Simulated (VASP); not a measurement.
Set up this calculation in VASP 6.6.1, as the native input.

```
Task                   : single point
Functional             : PBE
Potentials or basis    : VASP PAW PBE potentials, release 64 (Fe, Cu)
Cutoff                 : 520 eV
k mesh                 : 12 × 12 × 7
Occupations            : fermi-dirac, width 0.03 eV
Spin                   : no spin polarisation
Dipole correction      : no
Further INCAR settings : ALGO = Normal; EDIFF = 1e-06; NBANDS = 16
```

The structure of FeCu lies in POSCAR:

```
FeCu
1.0
    1.4382720000     -1.9879340000      0.0000000000
    1.4382720000      1.9879340000      0.0000000000
    0.0000000000      0.0000000000      4.1381350000
Fe Cu
1 1
Direct
    0.0000000000      0.0000000000      0.0000000000
    0.5000000000      0.5000000000      0.5000000000
```

One way to write it, as run:

INCAR

```
ALGO = Normal
EDIFF = 1E-6
ENCUT = 520
GGA = PE
ISIF = 2
ISMEAR = -1
LASPH = T
LCHARG = F
LREAL = F
LWAVE = F
NBANDS = 16
NELM = 80
PREC = Accurate
SIGMA = 0.03
```

KPOINTS

```
k-points
0
Gamma
  12 12 7
```

Potentials or basis: VASP PAW PBE potentials, release 64 (Fe, Cu).

Launch:

```sh
$ cat potpaw_PBE.64/Fe/POTCAR potpaw_PBE.64/Cu/POTCAR > POTCAR
$ mpirun -np 1 vasp_std > vasp.out
```

It gave:

```
Pressure               : -9.2 GPa
Band gap on the k mesh : zero (an odd number of electrons rules out a gap without spin polarisation)
```

Caveat: the cell stands under tension; the run has no spin polarisation, though such a crystal can be magnetic.

Wall time 36 s on 1 thread of AMD EPYC 9R45 96-Core Processor (Zen 5), with other jobs on the host, peak memory 0.16 GiB.
